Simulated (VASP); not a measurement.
Runs of VASP 6.6.1 on Al3Au. The structure is that of space group I4/mmm (No. 139), or close to it. The cells are those of the table. 

```csv
level,potentials or basis,cell,gap on the mesh (eV),pressure (GPa)
LDA,"VASP PAW LDA potentials, release 64 (Au, Al)","a = 5.063 Å, angles 131.9, 131.9, 70.4°, 4 atoms",none,-9.0
LDA,"VASP PAW LDA potentials, release 64 (Au, Al)","a = 4.865 Å, angles 131.9, 131.9, 70.4°, 4 atoms",none,1.3
LDA,"VASP PAW LDA potentials, release 64 (Au, Al)","a = 5.031 Å, angles 131.9, 131.9, 70.4°, 4 atoms",none,(b)
LDA,"VASP PAW LDA potentials, release 64 (Au, Al)","a = 4.999 Å, angles 131.9, 131.9, 70.4°, 4 atoms",none,-6.4
PBE,"VASP PAW PBE potentials, release 64 (Au, Al)","a = 4.999 Å, angles 131.9, 131.9, 70.4°, 4 atoms",none,(a)
LDA,"VASP PAW LDA potentials, release 64 (Au, Al)","a = 4.966 Å, angles 131.9, 131.9, 70.4°, 4 atoms",none,-4.8
```

Alike in all rows: task single point; no spin polarisation; k mesh 9 × 9 × 9; cutoff (eV) 520; smearing fermi-dirac 0.05 eV.

Fill in the values left out.

(a) -1.5; (b) -7.8.

Caveats: spin-orbit coupling is left out, which moves the levels of the heavy elements; the cell stands under tension (at least some runs).

A k mesh can miss the band edges, and the runs leave out spin-orbit coupling on Au.

A gap of «none» marks levels without a gap at the run's occupations.
